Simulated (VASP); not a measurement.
# HgGe3 (Pm-3m) in VASP: notebook

HgGe3 is run at these levels: PBE; tasks: single point, relaxation of cell and atoms.

All numbers are computed with VASP 6.6.1; they aren't measurements. Logs are shortened: lines on timing, memory, paths and dates and some standing lists are left out, and cuts for length are marked.

**1. The cell of the first run**

It takes space group Pm-3m (No. 221, cubic). The conventional cell has a = 4.380 Å, b = 4.380 Å, c = 4.380 Å, α = 90.00°, β = 90.00°, γ = 90.00°. Ge (site symmetry 4/mmm) has 8 Ge at 3.10 Å and 4 Hg at 3.10 Å within 4.1 Å. Within 4.1 Å of Hg (site symmetry m-3m) lie 12 Ge at 3.10 Å.

**2. Single point, PBE**

File INCAR:

```
SYSTEM = HgGe3
PREC = Accurate
ENCUT = 520
EDIFF = 1E-6
ISMEAR = 0
SIGMA = 0.1
LREAL = .FALSE.
LASPH = .TRUE.
NELM = 60
ALGO = Fast
ISIF = 2
LWAVE = .FALSE.
LCHARG = .FALSE.
GGA = PE
NBANDS = 35
```

File KPOINTS:

```
regular mesh
0
G
  10 10 10
  0 0 0
```

File POSCAR:

```
HgGe3
1.0
    4.3804919684      0.0000000000      0.0000000000
    0.0000000000      4.3804919684      0.0000000000
    0.0000000000      0.0000000000      4.3804919684
Ge Hg
3 1
Direct
    0.0000000000      0.5000000000      0.5000000000
    0.5000000000      0.0000000000      0.5000000000
    0.5000000000      0.5000000000      0.0000000000
    0.0000000000      0.0000000000      0.0000000000
```

Potentials or basis: VASP PAW PBE potentials, release 64 (Ge_d, Hg).

Started as:

```console
> cat potpaw_PBE.64/Ge_d/POTCAR potpaw_PBE.64/Hg/POTCAR > POTCAR
> mpirun -np 1 vasp_std > vasp.out
```

OUTCAR:

```text
SYSTEM = HgGe3
   PREC = Accurate
   ENCUT = 520
   EDIFF = 1E-6
   ISMEAR = 0
   LREAL = .FALSE.
   LASPH = .TRUE.
   NELM = 60
   ISIF = 2
   GGA = PE

 ion  position               nearest neighbor table
   1  0.000  0.500  0.500-   4 3.10   4 3.10   4 3.10   4 3.10
   2  0.500  0.000  0.500-   4 3.10   4 3.10   4 3.10   4 3.10
   3  0.500  0.500  0.000-   4 3.10   4 3.10   4 3.10   4 3.10
   4  0.000  0.000  0.000-   1 3.10   2 3.10   3 3.10   1 3.10   2 3.10   1 3.10   3 3.10   1 3.10
                             2 3.10   3 3.10   2 3.10   3 3.10

  LATTYP: Found a simple cubic cell.
 ALAT       =     4.3804919684

  Lattice vectors:

 A1 = (   4.3804919684,   0.0000000000,   0.0000000000)
 A2 = (   0.0000000000,   4.3804919684,   0.0000000000)
 A3 = (   0.0000000000,   0.0000000000,   4.3804919684)

Analysis of symmetry for initial positions (statically):
=====================================================================
 Subroutine PRICEL returns:
 Original cell was already a primitive cell.

 Routine SETGRP: Setting up the symmetry group for a
 simple cubic supercell.

 Subroutine GETGRP returns: Found 48 space group operations
 (whereof 48 operations were pure point group operations)
 out of a pool of 48 trial point group operations.

The static configuration has the point symmetry O_h .

Analysis of symmetry for dynamics (positions and initial velocities):
=====================================================================
 Subroutine PRICEL returns:
 Original cell was already a primitive cell.

 Routine SETGRP: Setting up the symmetry group for a
 simple cubic supercell.

 Subroutine GETGRP returns: Found 48 space group operations
 (whereof 48 operations were pure point group operations)
 out of a pool of 48 trial point group operations.

The dynamic configuration has the point symmetry O_h .

 Subroutine INISYM returns: Found 48 space group operations
 (whereof 48 operations are pure point group operations),
 and found     1 'primitive' translations

----------------------------------------------------------------------------------------

                                     Primitive cell

  volume of cell :      84.0560

  direct lattice vectors                    reciprocal lattice vectors
     4.380491968  0.000000000  0.000000000     0.228284861  0.000000000  0.000000000
     0.000000000  4.380491968  0.000000000     0.000000000  0.228284861  0.000000000
     0.000000000  0.000000000  4.380491968     0.000000000  0.000000000  0.228284861

  length of vectors
     4.380491968  4.380491968  4.380491968     0.228284861  0.228284861  0.228284861

  position of ions in fractional coordinates (direct lattice)
     0.000000000  0.500000000  0.500000000
     0.500000000  0.000000000  0.500000000
     0.500000000  0.500000000  0.000000000
     0.000000000  0.000000000  0.000000000

  ion indices of the primitive-cell ions
   primitive index   ion index
                 1           1
                 2           2
                 3           3
                 4           4

----------------------------------------------------------------------------------------

 KPOINTS: regular mesh

Automatic generation of k-mesh.
 Grid dimensions read from file:
 generate k-points for:   10   10   10

 Generating k-lattice:

  Cartesian coordinates                     Fractional coordinates (reciprocal lattice)
     0.022828486  0.000000000  0.000000000     0.100000000  0.000000000  0.000000000
     0.000000000  0.022828486  0.000000000     0.000000000  0.100000000  0.000000000
     0.000000000  0.000000000  0.022828486     0.000000000  0.000000000  0.100000000

  Length of vectors
     0.022828486  0.022828486  0.022828486

  Shift w.r.t. Gamma in fractional coordinates (k-lattice)
     0.000000000  0.000000000  0.000000000

 Subroutine IBZKPT returns following result:
 ===========================================

 Found     56 irreducible k-points:

 Following reciprocal coordinates:
            Coordinates               Weight
  0.000000  0.000000  0.000000      1.000000
  0.100000  0.000000  0.000000      6.000000
  0.200000  0.000000  0.000000      6.000000
  0.300000  0.000000  0.000000      6.000000
  0.400000  0.000000  0.000000      6.000000
  0.500000  0.000000  0.000000      3.000000
[... 16 lines left out ...]
  0.200000  0.100000  0.100000     24.000000
  0.300000  0.100000  0.100000     24.000000
 [... further k-points ...]
   k-points           NKPTS =     56   k-points in BZ     NKDIM =     56   number of bands    NBANDS=     35
   number of dos      NEDOS =    301   number of ions     NIONS =      4
   total plane-waves  NPLWV =  46656
   dimension x,y,z NGX =    36 NGY =   36 NGZ =   36
   dimension x,y,z NGXF=    72 NGYF=   72 NGZF=   72
   ions per type =               3   1
   NGX,Y,Z   is equivalent  to a cutoff of  13.66, 13.66, 13.66 a.u.
   NGXF,Y,Z  is equivalent  to a cutoff of  27.33, 27.33, 27.33 a.u.
 SYSTEM =  HgGe3
   PREC   = accura    normal or accurate (medium, high low for compatibility)
   ISTART =      0    job   : 0-new  1-cont  2-samecut
   ICHARG =      2    charge: 1-file 2-atom 10-const
   ISPIN  =      1    spin polarized calculation?
   LNONCOLLINEAR =      F non collinear calculations
   LSORBIT =      F    spin-orbit coupling
   LASPH  =      T    aspherical Exc in radial PAW
   ENCUT  =  520.0 eV  38.22 Ry    6.18 a.u.   8.14  8.14  8.14*2*pi/ulx,y,z
   NELM   =     60;   NELMIN=  2; NELMDL= -5     # of ELM steps
   EDIFF  = 0.1E-05   stopping-criterion for ELM
   LREAL  =      F    real-space projection
   EDIFFG = 0.1E-04   stopping-criterion for IOM
   NSW    =      0    number of steps for IOM
   IBRION =     -1    ionic relax: 0-MD 1-quasi-New 2-CG
   NFREE  =      0    steps in history (QN), initial steepest desc. (CG)
   ISIF   =      2    stress and relaxation
   ISYM   =      2    0-nonsym 1-usesym 2-fastsym
   POTIM  = 0.5000    time-step for ionic-motion
   TEBEG  =    0.0;   TEEND  =   0.0 temperature during run
   PSTRESS=    0.0 pullay stress
   NELECT =      54.0000    total number of electrons
   NUPDOWN=      -1.0000    fix difference up-down
   EMIN   =  10.00;   EMAX   =-10.00  energy-range for DOS
   EFERMI =   0.00;   METHOD = LEGACY
   ISMEAR =     0;   SIGMA  =   0.10  broadening in eV -4-tet -1-fermi 0-gaus
   EFERMI_NEDOS =   21; number of points for ismear=-14 and -15
   IALGO  =     68    algorithm
   IMIX   =      4    mixing-type and parameters
     AMIX     =   0.40;   BMIX     =  1.00
     AMIX_MAG =   1.60;   BMIX_MAG =  1.00
  volume/ion in A,a.u.               =      21.01       141.81
  Fermi-wavevector in a.u.,A,eV,Ry     =   1.412591  2.669411 27.149258  1.995414
  Thomas-Fermi vector in A             =   2.534324
   LORBIT       =      0    0 simple, 1 ext, 2 COOP (PROOUT), +10 PAW based schemes
   GGA     = PE    functional components
   LHFCALC =     F    Hartree Fock is set to
   AEXX    =    0.0000 exact exchange contribution
   IVDW    =     0    specifies the selected vdW correction
   LEPSILON=     F    determine dielectric tensor
   LRPA    =     F    only Hartree local field effects (RPA)
 non-spin polarized calculation
 RMM-DIIS sequential band-by-band and
 Gauss-broadening in eV      SIGMA  =   0.10
  energy-cutoff  :      520.00
  volume of cell :       84.06
 maximum number of plane-waves:      2301
 NGX is ok and might be reduce to    36
   NGX = 17   NGY = 17   NGZ = 17

 number of electron      54.0000061 magnetization

 Free energy of the ion-electron system (eV)
  ---------------------------------------------------
  ext. energy  EPLUGINS =         0.00000000
  ---------------------------------------------------
  free energy    TOTEN  =       -12.32782945 eV

  energy without entropy =      -12.31448822  energy(sigma->0) =      -12.32115884

 E-fermi :   5.2827     XC(G=0): -10.9578

 val. band max:        5.2444656699   @ k =   0.2000   0.1000   0.1000
 cond. band min:       5.2832088188   @ k =   0.4000   0.1000   0.0000
 fundamental gap:      0.0387431489
 Fermi energy:         5.2827214166

 k-point     1 :       0.0000    0.0000    0.0000
  band No.  band energies     occupation
      1     -19.5504      2.00000
      2     -19.5504      2.00000
      3     -19.5504      2.00000
      4     -19.5337      2.00000
      5     -19.5337      2.00000
      6     -19.5319      2.00000
[... 27 lines left out ...]
     34      12.8258      0.00000
     35      13.0061      0.00000

 k-point     2 :       0.1000    0.0000    0.0000
  band No.  band energies     occupation
      1     -19.5499      2.00000
      2     -19.5481      2.00000
      3     -19.5481      2.00000
      4     -19.5335      2.00000
      5     -19.5324      2.00000
      6     -19.5304      2.00000
[... 27 lines left out ...]
     34      12.8799      0.00000
     35      13.1993      0.00000

 k-point     3 :       0.2000    0.0000    0.0000
  band No.  band energies     occupation
      1     -19.5486      2.00000
      2     -19.5417      2.00000
      3     -19.5417      2.00000
      4     -19.5330      2.00000
      5     -19.5286      2.00000
      6     -19.5262      2.00000
[... 27 lines left out ...]
     34      12.9899      0.00000
     35      13.2793      0.00000

 k-point     4 :       0.3000    0.0000    0.0000
  band No.  band energies     occupation
      1     -19.5468      2.00000
      2     -19.5325      2.00000
      3     -19.5322      2.00000
      4     -19.5322      2.00000
      5     -19.5231      2.00000
      6     -19.5200      2.00000
[... 27 lines left out ...]
     34      12.8347      0.00000
     35      13.3981      0.00000

 k-point     5 :       0.4000    0.0000    0.0000
  band No.  band energies     occupation
      1     -19.5453      2.00000
      2     -19.5320      2.00000
      3     -19.5225      2.00000
      4     -19.5225      2.00000
      5     -19.5173      2.00000
      6     -19.5133      2.00000
[... 638 lines left out ...]
 k-point    22 :       0.1000    0.1000    0.1000
  band No.  band energies     occupation
      1     -19.5470      2.00000
      2     -19.5453      2.00000
      3     -19.5453      2.00000
      4     -19.5311      2.00000
      5     -19.5311      2.00000
      6     -19.5274      2.00000
[... 27 lines left out ...]
     34      13.0584      0.00000
     35      13.0885      0.00000

 k-point    23 :       0.2000    0.1000    0.1000
  band No.  band energies     occupation
      1     -19.5451      2.00000
      2     -19.5408      2.00000
      3     -19.5405      2.00000
      4     -19.5301      2.00000
      5     -19.5265      2.00000
      6     -19.5232      2.00000
[... 27 lines left out ...]
     34      12.4035      0.00000
     35      13.2884      0.00000

 k-point    24 :       0.3000    0.1000    0.1000
  band No.  band energies     occupation
      1     -19.5432      2.00000
      2     -19.5349      2.00000
      3     -19.5333      2.00000
      4     -19.5275      2.00000
      5     -19.5201      2.00000
      6     -19.5176      2.00000
[... 27 lines left out ...]
     34      11.3748      0.00000
     35      13.3297      0.00000

 [... further k-points ...]

------------------------ aborting loop because EDIFF is reached ----------------------------------------

  FORCE on cell =-STRESS in cart. coord.  units (eV):
  Direction    XX          YY          ZZ          XY          YZ          ZX
  --------------------------------------------------------------------------------------
  -------------------------------------------------------------------------------------
  Total        0.1303573      0.1303573      0.1303573      0.0000000      0.0000000      0.0000000
  in kB        2.4847182      2.4847182      2.4847182      0.0000000      0.0000000      0.0000000
  external PRESSURE =       2.4847182 kB  Pullay stress =       0.0000000 kB

 VOLUME and BASIS-vectors are now :
 -----------------------------------------------------------------------------
  energy-cutoff  :      520.00
  volume of cell :       84.06
      direct lattice vectors                 reciprocal lattice vectors
     4.380491968  0.000000000  0.000000000     0.228284861  0.000000000  0.000000000
     0.000000000  4.380491968  0.000000000     0.000000000  0.228284861  0.000000000
     0.000000000  0.000000000  4.380491968     0.000000000  0.000000000  0.228284861

 POSITION                                       TOTAL-FORCE (eV/Angst)
 -----------------------------------------------------------------------------------
      0.00000      2.19025      2.19025         0.000000      0.000000      0.000000
      2.19025      0.00000      2.19025         0.000000      0.000000      0.000000
      2.19025      2.19025      0.00000         0.000000      0.000000      0.000000
      0.00000      0.00000      0.00000         0.000000      0.000000      0.000000
 -----------------------------------------------------------------------------------
    total drift:                                0.000000      0.000000      0.000000

  FREE ENERGIE OF THE ION-ELECTRON SYSTEM (eV)
  ---------------------------------------------------
  free  energy   TOTEN  =       -12.3278294499 eV

  energy  without entropy=      -12.3144882249  energy(sigma->0) =      -12.32115884
```

It took 3.6 min on 1 thread of Oxide Virtual Turin-like, shared host; peak memory 0.27 GiB.

Results:

```
Free energy            : -12.3278 eV
Pressure               : 0.2 GPa
Band gap on the k mesh : zero (bands 27 and 28 overlap by 4.75 eV)
```

Levels at points of the mesh, in eV from the Fermi level:
```
           k point  band 23  band 24  band 25  band 26  band 27  band 28  band 29  band 30  band 31  band 32
(0.00, 0.00, 0.00)    -4.90    -3.35    -3.35    -3.35    -2.12     2.28     2.28     2.28     4.22     4.22
(0.50, 0.00, 0.00)    -5.43    -2.54    -1.19    -1.19    -0.79    -0.79     0.56     1.07     4.58     4.58
(0.50, 0.50, 0.00)    -6.14    -5.87    -0.83     0.03     0.03     0.06     1.04     1.04     2.14     3.28
(0.50, 0.50, 0.50)    -5.78    -5.00    -4.30    -4.30    -4.30    -3.93     6.00     6.00     6.00     6.08
```

Caveat: spin-orbit coupling is left out, which moves the levels of the heavy elements.

**3. Relaxation of cell and atoms, PBE**

This run uses another cell than the first one, of 21.06 Å³/atom.

File INCAR:

```
PREC = Accurate ; ENCUT = 600
EDIFF = 1E-7 ; ISMEAR = 0
SIGMA = 0.1 ; LREAL = F
LASPH = T ; NELM = 100
ALGO = Fast ; ISIF = 3
LWAVE = F ; LCHARG = F
GGA = PE ; IBRION = 2
NSW = 100 ; EDIFFG = -0.01
```

File KPOINTS:

```
Automatic mesh
0
Gamma
  10 10 10
```

File POSCAR:

```
HgGe3
1.0
    4.3840146123      0.0000000000      0.0000000000
    0.0000000000      4.3840146123      0.0000000000
    0.0000000000      0.0000000000      4.3840146123
Ge Hg
3 1
Direct
    0.0000000000      0.5000000000      0.5000000000
    0.5000000000      0.0000000000      0.5000000000
    0.5000000000      0.5000000000      0.0000000000
    0.0000000000      0.0000000000      0.0000000000
```

Potentials or basis: VASP PAW PBE potentials, release 64 (Ge_d, Hg).

Started as:

```console
> cat potpaw_PBE.64/Ge_d/POTCAR potpaw_PBE.64/Hg/POTCAR > POTCAR
> mpirun -np 1 vasp_std > vasp.out
```

It took 3.4 min on 1 thread of Oxide Virtual Turin-like, shared host; peak memory 0.28 GiB.

Results (log left out):

```
Free energy             : -12.3280 eV
Pressure after relaxing : 0.0 GPa
Band gap on the k mesh  : zero (bands 27 and 28 overlap by 4.74 eV)
```

Final structure:
```
CELL_PARAMETERS angstrom
4.38401 0.00000 0.00000
0.00000 4.38401 0.00000
0.00000 0.00000 4.38401
ATOMIC_POSITIONS crystal
Ge 0.00000 0.50000 0.50000
Ge 0.50000 0.00000 0.50000
Ge 0.50000 0.50000 0.00000
Hg 0.00000 0.00000 0.00000
```

Levels at points of the mesh, in eV from the Fermi level:
```
           k point  band 24  band 25  band 26  band 27  band 28  band 29  band 30  band 31
(0.00, 0.00, 0.00)    -3.34    -3.34    -3.34    -2.12     2.27     2.27     2.27     4.21
(0.50, 0.00, 0.00)    -2.54    -1.19    -1.19    -0.78    -0.78     0.56     1.07     4.58
(0.50, 0.50, 0.00)    -5.86    -0.83     0.03     0.03     0.06     1.04     1.04     2.13
(0.50, 0.50, 0.50)    -4.98    -4.29    -4.29    -4.29    -3.92     5.98     5.98     6.06
```

Caveat: the relaxation stopped at its first step, so nothing moved; spin-orbit coupling is left out, which moves the levels of the heavy elements.

The gap in the log of VASP goes by the Fermi energy; the results here count the filled bands.